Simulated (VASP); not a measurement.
# W (Fm-3m) in VASP: further runs, part 3 of 3

VASP 6.6.1.

## 5. Single point, PBEsol+D4

Input file INCAR:

```
SYSTEM = W
PREC = Accurate ; ENCUT = 520
EDIFF = 1E-7 ; ISMEAR = 1
SIGMA = 0.1 ; LREAL = .False.
LASPH = .True. ; NELM = 60
ALGO = Normal ; ISIF = 2
LWAVE = .False. ; LCHARG = .False.
GGA = PS ; IVDW = 13
NBANDS = 13
```

Input file KPOINTS:

```
Automatic mesh
0
Gamma
  13 13 13
  0 0 0
```

Input file POSCAR:

```
W
1.0
    0.0000000000      2.0300000000      2.0300000000
    2.0300000000      0.0000000000      2.0300000000
    2.0300000000      2.0300000000      0.0000000000
W
1
Direct
    0.0000000000      0.0000000000      0.0000000000
```

Potentials or basis: VASP PAW PBE potentials, release 64 (W_sv).

Launch:

```bash
cat potpaw_PBE.64/W_sv/POTCAR > POTCAR
mpirun -np 1 vasp_std > vasp.out
```

OUTCAR:

```text
SYSTEM = W
   PREC = Accurate
   ENCUT = 520
   EDIFF = 1E-7
   ISMEAR = 1
   LREAL = .False.
   LASPH = .True.
   NELM = 60
   ISIF = 2
   GGA = PS
   IVDW = 13

 ion  position               nearest neighbor table
   1  0.000  0.000  0.000-

  LATTYP: Found a face centered cubic cell.
 ALAT       =     4.0600000000

  Lattice vectors:

 A1 = (   0.0000000000,   2.0300000000,   2.0300000000)
 A2 = (   2.0300000000,   0.0000000000,   2.0300000000)
 A3 = (   2.0300000000,   2.0300000000,   0.0000000000)

Analysis of symmetry for initial positions (statically):
=====================================================================
 Subroutine PRICEL returns:
 Original cell was already a primitive cell.

 Routine SETGRP: Setting up the symmetry group for a
 face centered cubic supercell.

 Subroutine GETGRP returns: Found 48 space group operations
 (whereof 48 operations were pure point group operations)
 out of a pool of 48 trial point group operations.

The static configuration has the point symmetry O_h .

Analysis of symmetry for dynamics (positions and initial velocities):
=====================================================================
 Subroutine PRICEL returns:
 Original cell was already a primitive cell.

 Routine SETGRP: Setting up the symmetry group for a
 face centered cubic supercell.

 Subroutine GETGRP returns: Found 48 space group operations
 (whereof 48 operations were pure point group operations)
 out of a pool of 48 trial point group operations.

The dynamic configuration has the point symmetry O_h .

 Subroutine INISYM returns: Found 48 space group operations
 (whereof 48 operations are pure point group operations),
 and found     1 'primitive' translations

----------------------------------------------------------------------------------------

                                     Primitive cell

  volume of cell :      16.7309

  direct lattice vectors                    reciprocal lattice vectors
     0.000000000  2.030000000  2.030000000    -0.246305419  0.246305419  0.246305419
     2.030000000  0.000000000  2.030000000     0.246305419 -0.246305419  0.246305419
     2.030000000  2.030000000  0.000000000     0.246305419  0.246305419 -0.246305419

  length of vectors
     2.870853532  2.870853532  2.870853532     0.426613499  0.426613499  0.426613499

  position of ions in fractional coordinates (direct lattice)
     0.000000000  0.000000000  0.000000000

  ion indices of the primitive-cell ions
   primitive index   ion index
                 1           1

----------------------------------------------------------------------------------------

 KPOINTS: Automatic mesh

Automatic generation of k-mesh.
 Grid dimensions read from file:
 generate k-points for:   13   13   13

 Generating k-lattice:

  Cartesian coordinates                     Fractional coordinates (reciprocal lattice)
    -0.018946571  0.018946571  0.018946571     0.076923077  0.000000000  0.000000000
     0.018946571 -0.018946571  0.018946571     0.000000000  0.076923077  0.000000000
     0.018946571  0.018946571 -0.018946571     0.000000000  0.000000000  0.076923077

  Length of vectors
     0.032816423  0.032816423  0.032816423

  Shift w.r.t. Gamma in fractional coordinates (k-lattice)
     0.000000000  0.000000000  0.000000000

 Subroutine IBZKPT returns following result:
 ===========================================

 Found     84 irreducible k-points:

 Following reciprocal coordinates:
            Coordinates               Weight
  0.000000  0.000000  0.000000      1.000000
  0.076923  0.000000  0.000000      8.000000
  0.153846  0.000000  0.000000      8.000000
  0.230769  0.000000  0.000000      8.000000
  0.307692  0.000000  0.000000      8.000000
  0.384615  0.000000  0.000000      8.000000
[... 16 lines left out ...]
  0.384615  0.153846  0.000000     24.000000
  0.461538  0.153846  0.000000     24.000000
 [... further k-points ...]
   k-points           NKPTS =     84   k-points in BZ     NKDIM =     84   number of bands    NBANDS=     13
   number of dos      NEDOS =    301   number of ions     NIONS =      1
   total plane-waves  NPLWV =  13824
   dimension x,y,z NGX =    24 NGY =   24 NGZ =   24
   dimension x,y,z NGXF=    48 NGYF=   48 NGZF=   48
   ions per type =               1
   NGX,Y,Z   is equivalent  to a cutoff of  13.90, 13.90, 13.90 a.u.
   NGXF,Y,Z  is equivalent  to a cutoff of  27.80, 27.80, 27.80 a.u.
 SYSTEM =  W
   PREC   = accura    normal or accurate (medium, high low for compatibility)
   ISTART =      0    job   : 0-new  1-cont  2-samecut
   ICHARG =      2    charge: 1-file 2-atom 10-const
   ISPIN  =      1    spin polarized calculation?
   LNONCOLLINEAR =      F non collinear calculations
   LSORBIT =      F    spin-orbit coupling
   LASPH  =      T    aspherical Exc in radial PAW
   ENCUT  =  520.0 eV  38.22 Ry    6.18 a.u.   5.34  5.34  5.34*2*pi/ulx,y,z
   NELM   =     60;   NELMIN=  2; NELMDL= -5     # of ELM steps
   EDIFF  = 0.1E-06   stopping-criterion for ELM
   LREAL  =      F    real-space projection
   EDIFFG = 0.1E-05   stopping-criterion for IOM
   NSW    =      0    number of steps for IOM
   IBRION =     -1    ionic relax: 0-MD 1-quasi-New 2-CG
   NFREE  =      0    steps in history (QN), initial steepest desc. (CG)
   ISIF   =      2    stress and relaxation
   ISYM   =      2    0-nonsym 1-usesym 2-fastsym
   POTIM  = 0.5000    time-step for ionic-motion
   TEBEG  =    0.0;   TEEND  =   0.0 temperature during run
   PSTRESS=    0.0 pullay stress
   NELECT =      14.0000    total number of electrons
   NUPDOWN=      -1.0000    fix difference up-down
   EMIN   =  10.00;   EMAX   =-10.00  energy-range for DOS
   EFERMI =   0.00;   METHOD = LEGACY
   ISMEAR =     1;   SIGMA  =   0.10  broadening in eV -4-tet -1-fermi 0-gaus
   EFERMI_NEDOS =   21; number of points for ismear=-14 and -15
   IALGO  =     38    algorithm
   IMIX   =      4    mixing-type and parameters
     AMIX     =   0.40;   BMIX     =  1.00
     AMIX_MAG =   1.60;   BMIX_MAG =  1.00
  volume/ion in A,a.u.               =      16.73       112.91
  Fermi-wavevector in a.u.,A,eV,Ry     =   1.542688  2.915258 32.380324  2.379887
  Thomas-Fermi vector in A             =   2.648457
   LORBIT       =      0    0 simple, 1 ext, 2 COOP (PROOUT), +10 PAW based schemes
   GGA     = PS    functional components
   LHFCALC =     F    Hartree Fock is set to
   AEXX    =    0.0000 exact exchange contribution
   IVDW    =    13    specifies the selected vdW correction
   LEPSILON=     F    determine dielectric tensor
   LRPA    =     F    only Hartree local field effects (RPA)
 non-spin polarized calculation
 Methfessel and Paxton  Order N= 1 SIGMA  =   0.10
  energy-cutoff  :      520.00
  volume of cell :       16.73
 maximum number of plane-waves:       465
 NGX is ok and might be reduce to    24
   NGX = 11   NGY = 11   NGZ = 11

 number of electron      14.0000002 magnetization

 Free energy of the ion-electron system (eV)
  ---------------------------------------------------
  ext. energy  EPLUGINS =         0.00000000
  ---------------------------------------------------
  free energy    TOTEN  =       -13.27373653 eV

  energy without entropy =      -13.27308029  energy(sigma->0) =      -13.27351778

 E-fermi :  10.0512     XC(G=0): -13.4498

 val. band max:       10.0441943290   @ k =  -0.3846   0.1538   0.0000
 cond. band min:      10.0642252534   @ k =  -0.4615   0.1538   0.0000
 fundamental gap:      0.0200309244
 Fermi energy:        10.0512077390

 k-point     1 :       0.0000    0.0000    0.0000
  band No.  band energies     occupation
      1     -63.6200      2.00000
      2     -27.2691      2.00000
      3     -27.2691      2.00000
      4     -27.2691      2.00000
      5       1.1522      2.00000
      6       9.5150      2.00000
      7       9.5150      2.00000
      8       9.5150      2.00000
      9      12.5440      0.00000
     10      12.5440      0.00000
     11      22.8604      0.00000
     12      27.9443      0.00000
     13      27.9443      0.00000
[... 353 lines left out ...]
 k-point    24 :       0.4615    0.1538    0.0000
  band No.  band energies     occupation
      1     -63.5199      2.00000
      2     -28.2129      2.00000
      3     -27.5351      2.00000
      4     -27.4711      2.00000
      5       5.2716      2.00000
      6       8.2099      2.00000
      7       9.1804      2.00000
      8      10.2470     -0.01828
      9      15.0574      0.00000
     10      15.2762      0.00000
     11      20.5219      0.00000
     12      24.6917      0.00000
     13      27.8984      0.00000

 [... further k-points ...]

------------------------ aborting loop because EDIFF is reached ----------------------------------------

  DFT-D4 for vdW energy calculation

  Edisp (eV):   -0.40049

  FORCE on cell =-STRESS in cart. coord.  units (eV):
  Direction    XX          YY          ZZ          XY          YZ          ZX
  --------------------------------------------------------------------------------------
  -------------------------------------------------------------------------------------
  Total      -1.61802    -1.61802    -1.61802     0.00000    -0.00000     0.00000
  in kB    -154.94450  -154.94450  -154.94450     0.00000    -0.00000     0.00000
  external pressure =     -154.94 kB  Pullay stress =        0.00 kB

 VOLUME and BASIS-vectors are now :
 -----------------------------------------------------------------------------
  energy-cutoff  :      520.00
  volume of cell :       16.73
      direct lattice vectors                 reciprocal lattice vectors
     0.000000000  2.030000000  2.030000000    -0.246305419  0.246305419  0.246305419
     2.030000000  0.000000000  2.030000000     0.246305419 -0.246305419  0.246305419
     2.030000000  2.030000000  0.000000000     0.246305419  0.246305419 -0.246305419

 POSITION                                       TOTAL-FORCE (eV/Angst)
 -----------------------------------------------------------------------------------
      0.00000      0.00000      0.00000         0.000000      0.000000      0.000000
 -----------------------------------------------------------------------------------
    total drift:                               -0.000000      0.000000      0.000000

  FREE ENERGIE OF THE ION-ELECTRON SYSTEM (eV)
  ---------------------------------------------------
  free  energy   TOTEN  =       -13.6742286186 eV

  energy  without entropy=      -13.6735723789  energy(sigma->0) =      -13.67400987
```

OSZICAR:

```text
N       E                     dE             d eps       ncg     rms          rms(c)
DAV:   1     0.821728963203E+02    0.82173E+02   -0.74846E+03  2184   0.122E+03
DAV:   2    -0.123244864305E+02   -0.94497E+02   -0.91148E+02  2444   0.312E+02
DAV:   3    -0.139902987011E+02   -0.16658E+01   -0.16580E+01  2424   0.396E+01
DAV:   4    -0.139972178858E+02   -0.69192E-02   -0.69187E-02  2449   0.286E+00
DAV:   5    -0.139972796271E+02   -0.61741E-04   -0.61740E-04  2419   0.254E-01    0.190E+01
DAV:   6    -0.134139239601E+02    0.58336E+00   -0.49587E-01  2304   0.913E+00    0.710E+00
DAV:   7    -0.132789745465E+02    0.13495E+00   -0.21131E-01  2439   0.555E+00    0.546E-01
DAV:   8    -0.132737615661E+02    0.52130E-02   -0.38580E-03  2214   0.813E-01    0.875E-02
DAV:   9    -0.132737330195E+02    0.28547E-04   -0.82030E-05  2820   0.103E-01    0.439E-02
DAV:  10    -0.132737360352E+02   -0.30157E-05   -0.41800E-06  2314   0.260E-02    0.153E-02
DAV:  11    -0.132737365928E+02   -0.55760E-06   -0.15240E-07  2386   0.361E-03    0.464E-04
DAV:  12    -0.132737365256E+02    0.67158E-07   -0.46344E-09  1182   0.780E-04
   1 F= -.13674229E+02 E0= -.13674010E+02  d E =-.656240E-03
```

Run time: 6.1 s. Hardware: 1 thread of Intel Xeon 6975P-C (Granite Rapids), shared host; peak memory 0.14 GiB.

What came out:

| Item | Value |
| --- | --- |
| Free energy | -13.6742 eV |
| Pressure | -15.5 GPa |
| Band gap on the k mesh | zero (band 7 reaches 12.73 eV, above the bottom of band 8 at 9.52 eV) |
| Dispersion energy per atom | -0.400 eV |

Levels at points of the mesh, in eV from the Fermi level:
```
           k point  band 3  band 4  band 5  band 6  band 7  band 8  band 9  band 10  band 11  band 12
(0.00, 0.00, 0.00)  -37.32  -37.32   -8.90   -0.54   -0.54   -0.54    2.49     2.49    12.81    17.89
```

Caveat: the PAW data sets were made with another functional, which shifts forces and pressure a little; spin-orbit coupling is left out, which moves the levels of the heavy elements; pairwise dispersion overbinds metals, which lowers pressure and volume.

## 6. Overview

```csv
smearing,gap on the mesh (eV),pressure (GPa)
methfessel-paxton 0.5 eV,none,-15.5
methfessel-paxton 0.3 eV,none,-15.5
methfessel-paxton 0.2 eV,none,-15.5
methfessel-paxton 0.1 eV,none,-15.5
```

Alike in all rows: task single point; level PBEsol+D4; potentials or basis VASP PAW PBE potentials, release 64 (W_sv); no spin polarisation; cell as given; k mesh 13 × 13 × 13; cutoff (eV) 520.

Every run on the cell as given and a fine mesh finds a metal.

Caveats: the PAW data sets were made with another functional, which shifts forces and pressure a little; spin-orbit coupling is left out, which moves the levels of the heavy elements; pairwise dispersion overbinds metals, which lowers pressure and volume.

Absolute energies hang on the potentials; compare differences alone.
